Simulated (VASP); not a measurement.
A run of VASP 6.6.1:

Contents of INCAR:

```
PREC = Accurate
ENCUT = 600
EDIFF = 1E-7
ISMEAR = -1
SIGMA = 0.08
LREAL = F
LASPH = T
NELM = 80
ALGO = Normal
ISIF = 3
LWAVE = F
LCHARG = F
GGA = PS
IBRION = 2
NSW = 60
EDIFFG = -0.005
```

KPOINTS

```
Automatic mesh
0
Gamma
  16 16 9
```

Contents of POSCAR:

```
Ir
1.0
    2.7161828208      0.0000000000      0.0000000000
   -1.3580914104      2.3522833242      0.0000000000
    0.0000000000      0.0000000000      4.4002161698
Ir
2
Direct
    0.3333333333      0.6666666667      0.2500000000
    0.6666666667      0.3333333333      0.7500000000
```

Potentials or basis: VASP PAW PBE potentials, release 64 (Ir).

Command:

```console
$ cat potpaw_PBE.64/Ir/POTCAR > POTCAR
$ mpirun -np 1 vasp_std > vasp.out
```

Hardware: 1 thread of Intel Xeon 8259CL (shared host).

Problem. How long does it take, and how much memory?

Solution. Wall time 3.1 min on 1 thread of Intel Xeon 8259CL (shared host), peak memory 0.22 GiB. Counts: scf iterations 36, k points 150, ion steps 5.
